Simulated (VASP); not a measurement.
# Ge (R-3m) in VASP: notebook

Ge is run at these levels: PBE; tasks: single point.

Program: VASP 6.6.1. These are calculated values, not measurements. Logs are shortened: lines on timing, memory, paths and dates and some standing lists are left out, and cuts for length are marked.

### 1 The cell of the first run

It takes space group R-3m (No. 166, trigonal). Conventional cell: a = 4.040 Å, b = 4.040 Å, c = 9.603 Å, α = 90.00°, β = 90.00°, γ = 120.00°. Ge (site symmetry 3m) has 4 Ge at 2.40 to 2.47 Å within 3.2 Å.

### 2 Single point, PBE (equal xy, yz and zx shear strains of -2 %)

INCAR

```
SYSTEM = Ge
PREC     = Accurate       ! precision mode
ENCUT    = 520            ! plane-wave cutoff, eV
EDIFF    = 1E-6           ! SCF threshold, eV
ISMEAR   = -1             ! smearing method
SIGMA    = 0.05           ! smearing width, eV
LREAL    = .FALSE.        ! projectors in reciprocal space
LASPH    = .TRUE.         ! aspherical terms in the spheres
NELM     = 100            ! most SCF steps
ALGO     = Normal         ! electronic algorithm
ISIF     = 2              ! what is computed and relaxed
LWAVE    = .FALSE.        ! write WAVECAR
LCHARG   = .TRUE.         ! write CHGCAR
GGA      = PE             ! functional
LELF     = .TRUE.         ! ELF
LVHAR    = .TRUE.       
NBANDS   = 21             ! bands
```

KPOINTS

```
regular mesh
0
G
  10 10 10
  0 0 0
```

POSCAR

```
Ge
1.0
   -0.0565754000      2.8004823000      2.8004823000
    2.8004823000     -0.0565754000      2.8004823000
    2.8004823000      2.8004823000     -0.0565754000
Ge
2
Direct
    0.5000000000      0.5000000000      0.5000000000
    0.7500000000      0.7500000000      0.7500000000
```

Potentials or basis: VASP PAW PBE potentials, release 64 (Ge_d).

The run is started by

```bash
cat potpaw_PBE.64/Ge_d/POTCAR > POTCAR
mpirun -np 1 vasp_std > vasp.out
```

OUTCAR:

```text
SYSTEM = Ge
   PREC = Accurate
   ENCUT = 520
   EDIFF = 1E-6
   ISMEAR = -1
   LREAL = .FALSE.
   LASPH = .TRUE.
   NELM = 100
   ISIF = 2
   GGA = PE

 ion  position               nearest neighbor table
   1  0.500  0.500  0.500-   2 2.40   2 2.47   2 2.47   2 2.47
   2  0.750  0.750  0.750-   1 2.40   1 2.47   1 2.47   1 2.47

  LATTYP: Found a trigonal (rhomboedric) cell.
 ALAT       =     3.9608841186
 COS(alpha) =     0.4797000918

  Lattice vectors:

 A1 = (  -0.0565754000,   2.8004823000,   2.8004823000)
 A2 = (   2.8004823000,  -0.0565754000,   2.8004823000)
 A3 = (   2.8004823000,   2.8004823000,  -0.0565754000)

Analysis of symmetry for initial positions (statically):
=====================================================================
 Subroutine PRICEL returns:
 Original cell was already a primitive cell.

 Routine SETGRP: Setting up the symmetry group for a
 trigonal (rhombohedral) supercell.

 Subroutine GETGRP returns: Found 12 space group operations
 (whereof  6 operations were pure point group operations)
 out of a pool of 12 trial point group operations.

The static configuration has the point symmetry C_3v.
 The point group associated with its full space group is D_3d.

Analysis of symmetry for dynamics (positions and initial velocities):
=====================================================================
 Subroutine PRICEL returns:
 Original cell was already a primitive cell.

 Routine SETGRP: Setting up the symmetry group for a
 trigonal (rhombohedral) supercell.

 Subroutine GETGRP returns: Found 12 space group operations
 (whereof  6 operations were pure point group operations)
 out of a pool of 12 trial point group operations.

The dynamic configuration has the point symmetry C_3v.
 The point group associated with its full space group is D_3d.

 Subroutine INISYM returns: Found 12 space group operations
 (whereof  6 operations are pure point group operations),
 and found     1 'primitive' translations

----------------------------------------------------------------------------------------

                                     Primitive cell

  volume of cell :      45.2576

  direct lattice vectors                    reciprocal lattice vectors
    -0.056575400  2.800482300  2.800482300    -0.173219449  0.176790984  0.176790984
     2.800482300 -0.056575400  2.800482300     0.176790984 -0.173219449  0.176790984
     2.800482300  2.800482300 -0.056575400     0.176790984  0.176790984 -0.173219449

  length of vectors
     3.960884119  3.960884119  3.960884119     0.304162919  0.304162919  0.304162919

  position of ions in fractional coordinates (direct lattice)
     0.500000000  0.500000000  0.500000000
     0.750000000  0.750000000  0.750000000

  ion indices of the primitive-cell ions
   primitive index   ion index
                 1           1
                 2           2

----------------------------------------------------------------------------------------

 KPOINTS: regular mesh

Automatic generation of k-mesh.
 Grid dimensions read from file:
 generate k-points for:   10   10   10

 Generating k-lattice:

  Cartesian coordinates                     Fractional coordinates (reciprocal lattice)
    -0.017321945  0.017679098  0.017679098     0.100000000  0.000000000  0.000000000
     0.017679098 -0.017321945  0.017679098     0.000000000  0.100000000  0.000000000
     0.017679098  0.017679098 -0.017321945     0.000000000  0.000000000  0.100000000

  Length of vectors
     0.030416292  0.030416292  0.030416292

  Shift w.r.t. Gamma in fractional coordinates (k-lattice)
     0.000000000  0.000000000  0.000000000

 Subroutine IBZKPT returns following result:
 ===========================================

 Found    116 irreducible k-points:

 Following reciprocal coordinates:
            Coordinates               Weight
  0.000000  0.000000  0.000000      1.000000
  0.100000 -0.000000  0.000000      6.000000
  0.200000 -0.000000  0.000000      6.000000
  0.300000 -0.000000 -0.000000      6.000000
  0.400000  0.000000  0.000000      6.000000
  0.500000  0.000000  0.000000      3.000000
[... 16 lines left out ...]
  0.300000  0.300000 -0.000000      6.000000
  0.400000  0.300000 -0.000000     12.000000
 [... further k-points ...]
   k-points           NKPTS =    116   k-points in BZ     NKDIM =    116   number of bands    NBANDS=     21
   number of dos      NEDOS =    301   number of ions     NIONS =      2
   total plane-waves  NPLWV =  27000
   dimension x,y,z NGX =    30 NGY =   30 NGZ =   30
   dimension x,y,z NGXF=    60 NGYF=   60 NGZF=   60
   ions per type =               2
   NGX,Y,Z   is equivalent  to a cutoff of  12.59, 12.59, 12.59 a.u.
   NGXF,Y,Z  is equivalent  to a cutoff of  25.18, 25.18, 25.18 a.u.
 SYSTEM =  Ge
   PREC   = accura    normal or accurate (medium, high low for compatibility)
   ISTART =      0    job   : 0-new  1-cont  2-samecut
   ICHARG =      2    charge: 1-file 2-atom 10-const
   ISPIN  =      1    spin polarized calculation?
   LNONCOLLINEAR =      F non collinear calculations
   LSORBIT =      F    spin-orbit coupling
   LASPH  =      T    aspherical Exc in radial PAW
   ENCUT  =  520.0 eV  38.22 Ry    6.18 a.u.   7.36  7.36  7.36*2*pi/ulx,y,z
   NELM   =    100;   NELMIN=  2; NELMDL= -5     # of ELM steps
   EDIFF  = 0.1E-05   stopping-criterion for ELM
   LREAL  =      F    real-space projection
   EDIFFG = 0.1E-04   stopping-criterion for IOM
   NSW    =      0    number of steps for IOM
   IBRION =     -1    ionic relax: 0-MD 1-quasi-New 2-CG
   NFREE  =      0    steps in history (QN), initial steepest desc. (CG)
   ISIF   =      2    stress and relaxation
   ISYM   =      2    0-nonsym 1-usesym 2-fastsym
   POTIM  = 0.5000    time-step for ionic-motion
   TEBEG  =    0.0;   TEEND  =   0.0 temperature during run
   PSTRESS=    0.0 pullay stress
   NELECT =      28.0000    total number of electrons
   NUPDOWN=      -1.0000    fix difference up-down
   EMIN   =  10.00;   EMAX   =-10.00  energy-range for DOS
   EFERMI =   0.00;   METHOD = LEGACY
   ISMEAR =    -1;   SIGMA  =   0.05  broadening in eV -4-tet -1-fermi 0-gaus
   EFERMI_NEDOS =   21; number of points for ismear=-14 and -15
   IALGO  =     38    algorithm
   IMIX   =      4    mixing-type and parameters
     AMIX     =   0.40;   BMIX     =  1.00
     AMIX_MAG =   1.60;   BMIX_MAG =  1.00
  volume/ion in A,a.u.               =      22.63       152.71
  Fermi-wavevector in a.u.,A,eV,Ry     =   1.394966  2.636103 26.475984  1.945930
  Thomas-Fermi vector in A             =   2.518464
   LORBIT       =      0    0 simple, 1 ext, 2 COOP (PROOUT), +10 PAW based schemes
   GGA     = PE    functional components
   LHFCALC =     F    Hartree Fock is set to
   AEXX    =    0.0000 exact exchange contribution
   IVDW    =     0    specifies the selected vdW correction
   LEPSILON=     F    determine dielectric tensor
   LRPA    =     F    only Hartree local field effects (RPA)
 non-spin polarized calculation
  energy-cutoff  :      520.00
  volume of cell :       45.26
 maximum number of plane-waves:      1237
 NGX is ok and might be reduce to    30
   NGX = 15   NGY = 15   NGZ = 15

 number of electron      28.0000012 magnetization

 Free energy of the ion-electron system (eV)
  ---------------------------------------------------
  ext. energy  EPLUGINS =         0.00000000
  ---------------------------------------------------
  free energy    TOTEN  =        -8.99140395 eV

  energy without entropy =       -8.99077352  energy(sigma->0) =       -8.99108874

 E-fermi :   4.9925     XC(G=0):  -9.9271

 val. band max:        4.9840978764   @ k =   0.0000   0.0000   0.0000
 cond. band min:       4.9993189186   @ k =   0.0000   0.0000   0.0000
 fundamental gap:      0.0152210422
 Fermi energy:         4.9924871167

 k-point     1 :       0.0000    0.0000    0.0000
  band No.  band energies     occupation
      1     -19.8437      2.00000
      2     -19.8104      2.00000
      3     -19.8104      2.00000
      4     -19.7852      2.00000
      5     -19.7852      2.00000
      6     -19.5842      2.00000
[... 13 lines left out ...]
     20      14.4887      0.00000
     21      14.4887      0.00000

 k-point     2 :       0.1000   -0.0000    0.0000
  band No.  band energies     occupation
      1     -19.8470      2.00000
      2     -19.8174      2.00000
      3     -19.8096      2.00000
      4     -19.7787      2.00000
      5     -19.7768      2.00000
      6     -19.5888      2.00000
[... 13 lines left out ...]
     20      13.7422      0.00000
     21      13.8740      0.00000

 k-point     3 :       0.2000   -0.0000    0.0000
  band No.  band energies     occupation
      1     -19.8530      2.00000
      2     -19.8272      2.00000
      3     -19.8067      2.00000
      4     -19.7652      2.00000
      5     -19.7640      2.00000
      6     -19.5960      2.00000
[... 13 lines left out ...]
     20      13.1938      0.00000
     21      13.4717      0.00000

 k-point     4 :       0.3000   -0.0000   -0.0000
  band No.  band energies     occupation
      1     -19.8575      2.00000
      2     -19.8338      2.00000
      3     -19.8028      2.00000
      4     -19.7550      2.00000
      5     -19.7524      2.00000
      6     -19.6003      2.00000
[... 13 lines left out ...]
     20      13.4963      0.00000
     21      13.8988      0.00000

 k-point     5 :       0.4000    0.0000    0.0000
  band No.  band energies     occupation
      1     -19.8596      2.00000
      2     -19.8370      2.00000
      3     -19.7995      2.00000
      4     -19.7510      2.00000
      5     -19.7441      2.00000
      6     -19.6066      2.00000
[... 13 lines left out ...]
     20      14.6486      0.00000
     21      15.2084      0.00000
[... 382 lines left out ...]
     20      14.1475      0.00000
     21      16.2237      0.00000

 k-point    22 :      -0.2000    0.2000    0.0000
  band No.  band energies     occupation
      1     -19.8662      2.00000
      2     -19.8417      2.00000
      3     -19.7855      2.00000
      4     -19.7565      2.00000
      5     -19.7343      2.00000
      6     -19.6206      2.00000
[... 13 lines left out ...]
     20      14.7515      0.00000
     21      15.2370      0.00000

 k-point    23 :       0.3000    0.3000   -0.0000
  band No.  band energies     occupation
      1     -19.8566      2.00000
      2     -19.8360      2.00000
      3     -19.8198      2.00000
      4     -19.7368      2.00000
      5     -19.6993      2.00000
      6     -19.6793      2.00000
[... 13 lines left out ...]
     20      16.0138      0.00000
     21      16.2279      0.00000

 k-point    24 :       0.4000    0.3000   -0.0000
  band No.  band energies     occupation
      1     -19.8605      2.00000
      2     -19.8466      2.00000
      3     -19.8037      2.00000
      4     -19.7220      2.00000
      5     -19.7050      2.00000
      6     -19.6743      2.00000
[... 13 lines left out ...]
     20      16.6079      0.00000
     21      16.8468      0.00000

 [... further k-points ...]

------------------------ aborting loop because EDIFF is reached ----------------------------------------

  FORCE on cell =-STRESS in cart. coord.  units (eV):
  Direction    XX          YY          ZZ          XY          YZ          ZX
  --------------------------------------------------------------------------------------
  -------------------------------------------------------------------------------------
  Total        1.0615049      1.0615049      1.0615049      0.5028938      0.5028938      0.5028938
  in kB       37.5786205     37.5786205     37.5786205     17.8030795     17.8030795     17.8030795
  external PRESSURE =      37.5786205 kB  Pullay stress =       0.0000000 kB

 VOLUME and BASIS-vectors are now :
 -----------------------------------------------------------------------------
  energy-cutoff  :      520.00
  volume of cell :       45.26
      direct lattice vectors                 reciprocal lattice vectors
    -0.056575400  2.800482300  2.800482300    -0.173219449  0.176790984  0.176790984
     2.800482300 -0.056575400  2.800482300     0.176790984 -0.173219449  0.176790984
     2.800482300  2.800482300 -0.056575400     0.176790984  0.176790984 -0.173219449

 POSITION                                       TOTAL-FORCE (eV/Angst)
 -----------------------------------------------------------------------------------
      2.77219      2.77219      2.77219        -0.207686     -0.207686     -0.207686
      4.15829      4.15829      4.15829         0.207686      0.207686      0.207686
 -----------------------------------------------------------------------------------
    total drift:                                0.000000     -0.000000     -0.000000

  FREE ENERGIE OF THE ION-ELECTRON SYSTEM (eV)
  ---------------------------------------------------
  free  energy   TOTEN  =        -8.9914039506 eV

  energy  without entropy=       -8.9907735217  energy(sigma->0) =       -8.99108874
```

Run time: 50 s. Hardware: 1 thread of Intel Xeon Platinum 8488C (Sapphire Rapids), shared host; peak memory 0.22 GiB.

What came out:

```
Free energy            : -8.9914 eV
Pressure               : 3.8 GPa
Largest force          : 0.360 eV/Å
Band gap on the k mesh : zero (bands 14 and 15 overlap by 0.06 eV)
```

Forces in eV/Å, atoms in the order of the input:
```
Ge  -0.208 -0.208 -0.208
Ge   0.208  0.208  0.208
```

Caveat: the cell differs from its parent crystal (equal xy, yz and zx shear strains of -2 %); the cell stands under pressure; semilocal functionals underestimate gaps, so a narrow gap can read as zero.

### 3 Single point, PBE (equal xy, yz and zx shear strains of +1 %)

INCAR

```
SYSTEM = Ge
  ALGO = Normal
  EDIFF = 1E-6
  ENCUT = 520
  GGA = PE
  ISIF = 2
  ISMEAR = -1
  LASPH = .True.
  LCHARG = .False.
  LREAL = .False.
  LWAVE = .False.
  NBANDS = 21
  NELM = 100
  PREC = Accurate
  SIGMA = 0.05
```

KPOINTS

```
k-points
0
Gamma
  10 10 10
  0 0 0
```

POSCAR

```
Ge
1.0
    0.0282877000      2.8429138500      2.8429138500
    2.8429138500      0.0282877000      2.8429138500
    2.8429138500      2.8429138500      0.0282877000
Ge
2
Direct
    0.5000000000      0.5000000000      0.5000000000
    0.7500000000      0.7500000000      0.7500000000
```

Potentials or basis: VASP PAW PBE potentials, release 64 (Ge_d).

The run is started by

```bash
cat potpaw_PBE.64/Ge_d/POTCAR > POTCAR
mpirun -np 1 vasp_std > vasp.out
```

Run time: 48 s. Hardware: 1 thread of Intel Xeon Platinum 8488C (Sapphire Rapids), shared host; peak memory 0.22 GiB.

It converged, with:

```
Free energy   : -9.0030 eV
Pressure      : 3.6 GPa
Largest force : 0.151 eV/Å
```

Forces on the atoms (eV/Å):
```
Ge   0.087  0.087  0.087
Ge  -0.087 -0.087 -0.087
```

Stress tensor (GPa, compression positive):
```
 3.63 -0.84 -0.84
-0.84  3.63 -0.84
-0.84 -0.84  3.63
```

Levels at points of the mesh, in eV from the Fermi level:
```tsv
k point	band 11	band 12	band 13	band 14	band 15	band 16	band 17	band 18
(0.00, 0.00, 0.00)	-12.81	-0.06	-0.03	-0.03	-0.01	2.38	2.59	2.59
(0.50, 0.00, 0.00)	-10.69	-7.65	-1.48	-1.46	0.10	3.61	3.77	7.07
(0.50, 0.50, 0.00)	-8.98	-8.88	-3.16	-3.07	0.66	0.77	9.46	9.47
(0.50, 0.50, 0.50)	-10.82	-7.59	-1.37	-1.37	0.27	3.76	3.76	7.17
```

Caveat: the cell differs from its parent crystal (equal xy, yz and zx shear strains of +1 %); the cell stands under pressure.
